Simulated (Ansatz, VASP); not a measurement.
Two plane-wave programs on TaN

INCAR

```
SYSTEM = TaN
  PREC = Accurate
  ENCUT = 520
  EDIFF = 1E-6
  ISMEAR = 0
  SIGMA = 0.15
  LREAL = .FALSE.
  LASPH = .TRUE.
  NELM = 60
  ALGO = Normal
  ISIF = 2
  LWAVE = .FALSE.
  LCHARG = .FALSE.
  GGA = PS
  NBANDS = 15
```

The input KPOINTS:

```
Automatic mesh
0
G
  18 18 16
  0 0 0
```

The input POSCAR:

```
TaN
1.0
    2.8875000000      0.0000000000      0.0000000000
   -1.4437500000      2.5006483534      0.0000000000
    0.0000000000      0.0000000000      2.9784000000
Ta N
1 1
Direct
    0.3333333333      0.6666666667      0.5000000000
    0.0000000000      0.0000000000      0.0000000000
```

Input for Ansatz:

```yaml
crystal:
  lattice:
    - [2.8875, 0.0, 0.0]
    - [-1.44375, 2.5006483534, 0.0]
    - [0.0, 0.0, 2.9784]
  atoms:
    - { symbol: Ta, position: [0.3333333333, 0.6666666667, 0.5] }
    - { symbol: "N", position: [0.0, 0.0, 0.0] }
basis:
  ecutwfc: 520.0
kpoints:
  mp_grid: { grid: [18, 18, 16] }
hamiltonian:
  xc: pbesol
scf:
  occupations: { method: gaussian, width: 0.15 }
output:
  forces: true
  stress: true
  eigenvalues: true
```

Alike in both runs: task single point; functional PBEsol; k mesh 18 × 18 × 16; occupations gaussian, width 0.15 eV; no spin polarisation.

|  | VASP | Ansatz |
| --- | --- | --- |
| version | VASP 6.6.1 | Ansatz 0.2.0 |
| potentials or method | VASP PAW PBE potentials, release 64 (Ta_pv, N), cutoff 520 eV | scalar-relativistic, plane waves, PAW |
| valence electrons in the cell | 16 | 18 |

Ansatz gave:

* gap on the k mesh at the Fermi level (eV): none
* pressure (GPa): -4.9
* traceless stress, the component that is largest in VASP (GPa): -21.09

Q: What did VASP give for the same quantities?

A: gap on the k mesh at the Fermi level (eV): none; pressure (GPa): -4.2; traceless stress, the component that is largest in VASP (GPa): -20.97.

VASP's potentials were made for PBE, not for PBEsol. A gap of «none» marks a metal or a gap that the smearing closes. VASP's potentials hold 16 valence electrons a cell and Ansatz's 18, so a difference there can come from the potentials and not from the codes.

Spin-orbit coupling is off throughout.
